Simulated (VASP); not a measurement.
TiTe2: relaxation of shape and atoms at fixed volume with PBE+D3(BJ)

Crystal: TiTe2.

```
Ti Te
1.0
     3.65958    0.00000    0.00000
    -1.82979    3.16929    0.00000
     0.00000    0.00000    6.31949
Ti Te
1 2
Direct
  0.00000 0.00000 0.00000
  0.66667 0.33333 0.27109
  0.33333 0.66667 0.72891
```

| Quantity | Value |
| --- | --- |
| Program | VASP 6.6.1 |
| Task | relaxation of shape and atoms at fixed volume |
| Functional | PBE |
| Dispersion | D3(BJ) |
| Potentials or basis | VASP PAW PBE potentials, release 64 (Ti_sv, Te) |
| Cutoff | 600 eV |
| k mesh | 15 × 15 × 8 |
| Occupations | gaussian, width 0.1 eV |
| Spin | no spin polarisation |
| Dipole correction | no |
| Further INCAR settings | ALGO = Normal; EDIFF = 1e-07; IBRION = 2; EDIFFG = -0.01; NSW = 50; ISIF = 4 |

```yaml
Energy_gained_by_relaxing: 2.3 meV/atom
Ionic_steps: 5
Pressure_after_relaxing: 1.3 GPa
Band_gap_on_the_k_mesh: zero (bands 12 and 13 overlap by 0.87 eV)
Dispersion_energy_per_atom: -0.539 eV
```

Forces in eV/Å, atoms in the order of the input:
```
Ti   0.000  0.000  0.000
Te   0.000  0.000 -0.003
Te   0.000  0.000  0.003
```

Step by step:
| step | energy change (eV) | largest force (eV/Å) | pressure (GPa) | volume (Å³) |
| --- | --- | --- | --- | --- |
| 1 | 0.0000 | 0.2796 | 2.27 | 73.30 |
| 2 | -0.0054 | 0.1149 | 1.73 | 73.30 |
| 3 | -0.0063 | 0.0101 | 1.39 | 73.30 |
| 4 | -0.0067 | 0.0047 | 1.36 | 73.30 |
| 5 | -0.0070 | 0.0029 | 1.31 | 73.30 |

Final structure:
```xyz
3
Lattice="3.6658 0.0000 0.0000 -1.8329 3.1747 0.0000 0.0000 0.0000 6.2982" Properties=species:S:1:pos:R:3 pbc="T T T"
Ti    0.0000    0.0000    0.0000
Te    1.8329    1.0582    1.7336
Te    0.0000    2.1164    4.5645
```

Levels at points of the mesh, in eV from the Fermi level:
```tsv
k point	band 9	band 10	band 11	band 12	band 13	band 14	band 15	band 16
(0.00, 0.00, 0.00)	-1.62	0.20	0.45	0.45	0.84	1.35	1.35	3.09
(0.00, 0.00, 0.50)	-1.50	-1.50	0.44	0.44	0.84	0.84	1.14	3.75
```

Wall time 8 min on 1 thread of Intel(R) Xeon(R) 6975P-C (Granite Rapids), with other jobs on the host, peak memory 0.44 GiB.

Caveat: spin-orbit coupling is left out, which moves the levels of the heavy elements.
